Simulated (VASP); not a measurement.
Runs of VASP 6.6.1 on Sb. The structure is that of space group P4/mmm (No. 123), or close to it. The cells are those of the table. 

```csv
cell,gap on the mesh (eV),pressure (GPa)
"a = 3.034, b = 3.034, c = 3.286 Å, 1 atom",none,-2.1
"a = 3.160, b = 3.160, c = 3.413 Å, 1 atom",none,-6.8
"a = 3.413, b = 3.413, c = 3.034 Å, 1 atom",none,(c)
"a = 3.160, b = 3.160, c = 2.907 Å, 1 atom",none,(b)
"a = 3.286, b = 3.286, c = 3.034 Å, 1 atom",none,-5.6
"a = 3.413, b = 3.413, c = 3.160 Å, 1 atom",none,-8.5
"a = 3.034, b = 3.034, c = 3.413 Å, 1 atom",none,-3.2
"a = 2.907, b = 2.907, c = 3.160 Å, 1 atom",none,6.8
"a = 3.413, b = 3.413, c = 2.907 Å, 1 atom",none,(a)
"a = 3.286, b = 3.286, c = 2.907 Å, 1 atom",none,(d)
"a = 2.907, b = 2.907, c = 3.286 Å, 1 atom",none,4.5
"a = 2.907, b = 2.907, c = 3.413 Å, 1 atom",none,2.9
```

Alike in all rows: task single point; level PBEsol; potentials or basis VASP PAW PBE potentials, release 64 (Sb); no spin polarisation; k mesh 16 × 16 × 16; cutoff (eV) 520; smearing gaussian 0.15 eV.

Question: Fill in the values left out.

Answer: (a) -4.8; (b) 0.3; (c) -7.1; (d) -3.0.

Caveats: the PAW data sets were made with another functional, which shifts forces and pressure a little; spin-orbit coupling is left out, which moves the levels of the heavy elements.

A k mesh can miss the band edges, and the runs leave out spin-orbit coupling on Sb.

A gap of «none» marks levels without a gap at the run's occupations.
